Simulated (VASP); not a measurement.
# GaS (P6_3/mmc) in VASP: relaxation of cell and atoms with LDA

Aim: the relaxation of cell and atoms of GaS with LDA.

Everything below comes from runs of VASP 6.6.1. Logs are shortened: lines on timing, memory, paths and dates and some standing lists are left out, and cuts for length are marked.

## 1. The cell of the first run

It takes space group P6_3/mmc (No. 194, hexagonal). The conventional cell has a = 3.590 Å, b = 3.590 Å, c = 15.450 Å, α = 90.00°, β = 90.00°, γ = 120.00°. Within 3.1 Å of Ga (site symmetry 3m) lie 3 S at 2.34 Å and 1 Ga at 2.45 Å. Within 3.1 Å of S (site symmetry 3m) lie 3 Ga at 2.34 Å.

## 2. Relaxation of cell and atoms, LDA

Input file INCAR:

```
SYSTEM = GaS
PREC = Accurate
ENCUT = 500
EDIFF = 1E-7
ISMEAR = 0
SIGMA = 0.02
LREAL = .FALSE.
LASPH = .TRUE.
NELM = 120
ALGO = Normal
ISIF = 3
LWAVE = .FALSE.
LCHARG = .FALSE.
GGA = CA
IBRION = 2
NSW = 70
EDIFFG = -0.005
GGA_COMPAT = .FALSE.
NELMIN = 4
```

Input file KPOINTS:

```
regular mesh
0
G
  9 9 2
  0 0 0
```

Input file POSCAR:

```
GaS
1.0
    3.5900774649      0.0000000000      0.0000000000
   -1.7950387324      3.1090982861      0.0000000000
    0.0000000000      0.0000000000     15.4502754569
Ga S
4 4
Direct
    0.3333333333      0.6666666667      0.1707810931
    0.6666666667      0.3333333333      0.6707810931
    0.3333333333      0.6666666667      0.3292189069
    0.6666666667      0.3333333333      0.8292189069
    0.3333333333      0.6666666667      0.6003449030
    0.6666666667      0.3333333333      0.1003449030
    0.3333333333      0.6666666667      0.8996550970
    0.6666666667      0.3333333333      0.3996550970
```

Potentials or basis: VASP PAW LDA potentials, release 64 (Ga_d, S).

The run is started by

```console
$ cat potpaw_LDA.64/Ga_d/POTCAR potpaw_LDA.64/S/POTCAR > POTCAR
$ mpirun -np 1 vasp_std > vasp.out
```

OUTCAR:

```text
SYSTEM = GaS
   PREC = Accurate
   ENCUT = 500
   EDIFF = 1E-7
   ISMEAR = 0
   LREAL = .FALSE.
   LASPH = .TRUE.
   NELM = 120
   ISIF = 3
   GGA = CA
   IBRION = 2
   NSW = 70
   EDIFFG = -0.005
   NELMIN = 4

 ion  position               nearest neighbor table
   1  0.333  0.667  0.171-   6 2.34   6 2.34   6 2.34   3 2.45
   2  0.667  0.333  0.671-   5 2.34   5 2.34   5 2.34   4 2.45
   3  0.333  0.667  0.329-   8 2.34   8 2.34   8 2.34   1 2.45
   4  0.667  0.333  0.829-   7 2.34   7 2.34   7 2.34   2 2.45
   5  0.333  0.667  0.600-   2 2.34   2 2.34   2 2.34
   6  0.667  0.333  0.100-   1 2.34   1 2.34   1 2.34
   7  0.333  0.667  0.900-   4 2.34   4 2.34   4 2.34
   8  0.667  0.333  0.400-   3 2.34   3 2.34   3 2.34

  LATTYP: Found a hexagonal cell.
 ALAT       =     3.5900774649
 C/A-ratio  =     4.3036050358

  Lattice vectors:

 A1 = (   3.5900774649,   0.0000000000,   0.0000000000)
 A2 = (  -1.7950387324,   3.1090982861,   0.0000000000)
 A3 = (   0.0000000000,   0.0000000000,  15.4502754569)

Analysis of symmetry for initial positions (statically):
=====================================================================
 Subroutine PRICEL returns:
 Original cell was already a primitive cell.

 Routine SETGRP: Setting up the symmetry group for a
 hexagonal supercell.

 Subroutine GETGRP returns: Found 24 space group operations
 (whereof 12 operations were pure point group operations)
 out of a pool of 24 trial point group operations.

The static configuration has the point symmetry D_3d.
 The point group associated with its full space group is D_6h.

Analysis of symmetry for dynamics (positions and initial velocities):
=====================================================================
 Subroutine PRICEL returns:
 Original cell was already a primitive cell.

 Routine SETGRP: Setting up the symmetry group for a
 hexagonal supercell.

 Subroutine GETGRP returns: Found 24 space group operations
 (whereof 12 operations were pure point group operations)
 out of a pool of 24 trial point group operations.

The dynamic configuration has the point symmetry D_3d.
 The point group associated with its full space group is D_6h.

 Subroutine INISYM returns: Found 24 space group operations
 (whereof 12 operations are pure point group operations),
 and found     1 'primitive' translations

----------------------------------------------------------------------------------------

                                     Primitive cell

  volume of cell :     172.4545

  direct lattice vectors                    reciprocal lattice vectors
     3.590077465  0.000000000  0.000000000     0.278545522  0.160818332  0.000000000
    -1.795038732  3.109098286  0.000000000     0.000000000  0.321636664  0.000000000
     0.000000000  0.000000000 15.450275457     0.000000000  0.000000000  0.064723765

  length of vectors
     3.590077465  3.590077465 15.450275457     0.321636664  0.321636664  0.064723765

  position of ions in fractional coordinates (direct lattice)
     0.333333333  0.666666667  0.170781093
     0.666666667  0.333333333  0.670781093
     0.333333333  0.666666667  0.329218907
     0.666666667  0.333333333  0.829218907
     0.333333333  0.666666667  0.600344903
     0.666666667  0.333333333  0.100344903
     0.333333333  0.666666667  0.899655097
     0.666666667  0.333333333  0.399655097

  ion indices of the primitive-cell ions
   primitive index   ion index
                 1           1
                 2           2
                 3           3
                 4           4
                 5           5
                 6           6
                 7           7
                 8           8

----------------------------------------------------------------------------------------

 KPOINTS: regular mesh

Automatic generation of k-mesh.
 Grid dimensions read from file:
 generate k-points for:    9    9    2

 Generating k-lattice:

  Cartesian coordinates                     Fractional coordinates (reciprocal lattice)
     0.030949502  0.017868704  0.000000000     0.111111111  0.000000000  0.000000000
     0.000000000  0.035737407  0.000000000     0.000000000  0.111111111  0.000000000
     0.000000000  0.000000000  0.032361883     0.000000000  0.000000000  0.500000000

  Length of vectors
     0.035737407  0.035737407  0.032361883

  Shift w.r.t. Gamma in fractional coordinates (k-lattice)
     0.000000000  0.000000000  0.000000000

 Subroutine IBZKPT returns following result:
 ===========================================

 Found     24 irreducible k-points:

 Following reciprocal coordinates:
            Coordinates               Weight
  0.000000  0.000000  0.000000      1.000000
  0.111111 -0.000000  0.000000      6.000000
  0.222222  0.000000  0.000000      6.000000
  0.333333  0.000000  0.000000      6.000000
  0.444444  0.000000  0.000000      6.000000
  0.111111  0.111111  0.000000      6.000000
[... 16 lines left out ...]
  0.333333  0.222222  0.500000     12.000000
  0.333333  0.333333  0.500000      2.000000
   k-points           NKPTS =     24   k-points in BZ     NKDIM =     24   number of bands    NBANDS=     45
   number of dos      NEDOS =    301   number of ions     NIONS =      8
   total plane-waves  NPLWV =  94080
   dimension x,y,z NGX =    28 NGY =   28 NGZ =  120
   dimension x,y,z NGXF=    56 NGYF=   56 NGZF=  240
   ions per type =               4   4
   NGX,Y,Z   is equivalent  to a cutoff of  12.97, 12.97, 12.91 a.u.
   NGXF,Y,Z  is equivalent  to a cutoff of  25.93, 25.93, 25.82 a.u.
 SYSTEM =  GaS
   PREC   = accura    normal or accurate (medium, high low for compatibility)
   ISTART =      0    job   : 0-new  1-cont  2-samecut
   ICHARG =      2    charge: 1-file 2-atom 10-const
   ISPIN  =      1    spin polarized calculation?
   LNONCOLLINEAR =      F non collinear calculations
   LSORBIT =      F    spin-orbit coupling
   LASPH  =      T    aspherical Exc in radial PAW
   ENCUT  =  500.0 eV  36.75 Ry    6.06 a.u.   6.55  6.55 28.17*2*pi/ulx,y,z
   NELM   =    120;   NELMIN=  4; NELMDL= -5     # of ELM steps
   EDIFF  = 0.1E-06   stopping-criterion for ELM
   LREAL  =      F    real-space projection
   EDIFFG = -.5E-02   stopping-criterion for IOM
   NSW    =     70    number of steps for IOM
   IBRION =      2    ionic relax: 0-MD 1-quasi-New 2-CG
   NFREE  =      1    steps in history (QN), initial steepest desc. (CG)
   ISIF   =      3    stress and relaxation
   ISYM   =      2    0-nonsym 1-usesym 2-fastsym
   POTIM  = 0.5000    time-step for ionic-motion
   TEBEG  =    0.0;   TEEND  =   0.0 temperature during run
   PSTRESS=    0.0 pullay stress
   NELECT =      76.0000    total number of electrons
   NUPDOWN=      -1.0000    fix difference up-down
   EMIN   =  10.00;   EMAX   =-10.00  energy-range for DOS
   EFERMI =   0.00;   METHOD = LEGACY
   ISMEAR =     0;   SIGMA  =   0.02  broadening in eV -4-tet -1-fermi 0-gaus
   EFERMI_NEDOS =   21; number of points for ismear=-14 and -15
   IALGO  =     38    algorithm
   IMIX   =      4    mixing-type and parameters
     AMIX     =   0.40;   BMIX     =  1.00
     AMIX_MAG =   1.60;   BMIX_MAG =  1.00
  volume/ion in A,a.u.               =      21.56       145.47
  Fermi-wavevector in a.u.,A,eV,Ry     =   1.245818  2.354254 21.117085  1.552062
  Thomas-Fermi vector in A             =   2.380023
   LORBIT       =      0    0 simple, 1 ext, 2 COOP (PROOUT), +10 PAW based schemes
   GGA     = CA    functional components
   LHFCALC =     F    Hartree Fock is set to
   AEXX    =    0.0000 exact exchange contribution
   IVDW    =     0    specifies the selected vdW correction
   LEPSILON=     F    determine dielectric tensor
   LRPA    =     F    only Hartree local field effects (RPA)
 conjugate gradient relaxation of ions
 non-spin polarized calculation
 Gauss-broadening in eV      SIGMA  =   0.02
  energy-cutoff  :      500.00
  volume of cell :      172.45
 maximum number of plane-waves:      4437
 NGX is ok and might be reduce to    28
   NGX = 13   NGY = 13   NGZ = 57

--------------------------------------- Ionic step        1  -------------------------------------------

 number of electron      76.0000017 magnetization

 Free energy of the ion-electron system (eV)
  ---------------------------------------------------
  ext. energy  EPLUGINS =         0.00000000
  ---------------------------------------------------
  free energy    TOTEN  =       -38.30342727 eV

  energy without entropy =      -38.30342727  energy(sigma->0) =      -38.30342727

 E-fermi :   3.8882     XC(G=0):  -9.8944

 val. band max:        3.7797035365   @ k =   0.0000   0.0000   0.0000
 cond. band min:       5.2095481560   @ k =   0.4444   0.0000   0.0000
 fundamental gap:      1.4298446195
 Fermi energy:         3.8882090184

 k-point     1 :       0.0000    0.0000    0.0000
  band No.  band energies     occupation
      1     -11.3361      2.00000
      2     -11.3347      2.00000
      3     -11.2108      2.00000
      4     -11.2108      2.00000
      5     -11.2106      2.00000
      6     -11.2106      2.00000
[... 1260 lines left out ...]
  FREE ENERGIE OF THE ION-ELECTRON SYSTEM (eV)
  ---------------------------------------------------
  free  energy   TOTEN  =       -38.3665169962 eV

  energy  without entropy=      -38.3665169962  energy(sigma->0) =      -38.36651700

[... ionic steps 4 to 11 ...]

--------------------------------------- Ionic step       12  -------------------------------------------

 number of electron      76.0000037 magnetization

------------------------ aborting loop because EDIFF is reached ----------------------------------------

  FORCE on cell =-STRESS in cart. coord.  units (eV):
  Direction    XX          YY          ZZ          XY          YZ          ZX
  --------------------------------------------------------------------------------------
  -------------------------------------------------------------------------------------
  Total       -0.0643779     -0.0643779     -0.0838780     -0.0000000      0.0000000      0.0000000
  in kB       -0.6233512     -0.6233512     -0.8121652     -0.0000000      0.0000000      0.0000000
  external PRESSURE =      -0.6862892 kB  Pullay stress =       0.0000000 kB
[... 69 lines left out ...]
  energy  without entropy=      -38.3706108851  energy(sigma->0) =      -38.37061089

--------------------------------------- Ionic step       14  -------------------------------------------

 number of electron      76.0000038 magnetization

 Free energy of the ion-electron system (eV)
  ---------------------------------------------------
  ext. energy  EPLUGINS =         0.00000000
  ---------------------------------------------------
  free energy    TOTEN  =       -38.37067515 eV

  energy without entropy =      -38.37067515  energy(sigma->0) =      -38.37067515

 E-fermi :   4.3319     XC(G=0): -10.0913

 val. band max:        4.2062623905   @ k =   0.0000   0.0000   0.0000
 cond. band min:       5.6033162586   @ k =   0.4444   0.0000   0.0000
 fundamental gap:      1.3970538681
 Fermi energy:         4.3319029466

 k-point     1 :       0.0000    0.0000    0.0000
  band No.  band energies     occupation
      1     -10.9989      2.00000
      2     -10.9949      2.00000
      3     -10.8497      2.00000
      4     -10.8497      2.00000
      5     -10.8495      2.00000
      6     -10.8495      2.00000
[... 1176 lines left out ...]
  FREE ENERGIE OF THE ION-ELECTRON SYSTEM (eV)
  ---------------------------------------------------
  free  energy   TOTEN  =       -38.3706751468 eV

  energy  without entropy=      -38.3706751468  energy(sigma->0) =      -38.37067515

 reached required accuracy - stopping structural energy minimisation
```

Run time: 25 min. Hardware: 1 thread of Intel Xeon Platinum 8488C (Sapphire Rapids), shared host; peak memory 0.32 GiB.

Results:

```yaml
Free_energy: -38.3707 eV
Relaxed_volume: 20.66 Å³/atom
Relaxed_cell: a = 3.537 Å, b = 3.537 Å, c = 15.254 Å, α = 90.00°, β = 90.00°, γ = 120.00°
Space_group_after_relaxing_to_0.1_Å: P6_3/mmc (No. 194)
Energy_gained_by_relaxing: 8.4 meV/atom
Ionic_steps: 14
Pressure_after_relaxing: 0.0 GPa
Band_gap_on_the_k_mesh: 1.40 eV (least direct gap 1.72 eV)
```

Step by step:
```
step  energy change (eV)  largest force (eV/Å)  pressure (GPa)  volume (Å³)
   1              0.0000                0.2848           -2.93       172.45
   2             -0.0391                0.3378            1.78       162.80
   3             -0.0631                0.1709           -0.13       166.37
   4             -0.0665                0.0279           -0.01       165.68
   5             -0.0665                0.0300           -0.02       165.70
   6             -0.0669                0.0180            0.01       165.58
   7             -0.0670                0.0113            0.01       165.51
   8             -0.0670                0.0098            0.00       165.50
   9             -0.0671                0.0067           -0.02       165.50
  10             -0.0671                0.0129           -0.08       165.52
  11             -0.0671                0.0123           -0.07       165.51
  12             -0.0671                0.0108           -0.07       165.47
  13             -0.0672                0.0077           -0.06       165.39
  14             -0.0672                0.0017           -0.02       165.24
```

Final structure:
```
Ga S
1.0
     3.53669    0.00000    0.00000
    -1.76834    3.06286    0.00000
     0.00000    0.00000   15.25442
Ga S
4 4
Direct
  0.33333 0.66667 0.17095
  0.66667 0.33333 0.67095
  0.33333 0.66667 0.32905
  0.66667 0.33333 0.82905
  0.33333 0.66667 0.60014
  0.66667 0.33333 0.10014
  0.33333 0.66667 0.89986
  0.66667 0.33333 0.39986
```

Caveat: an odd mesh through Γ misses points on the zone boundary, where band edges can lie.
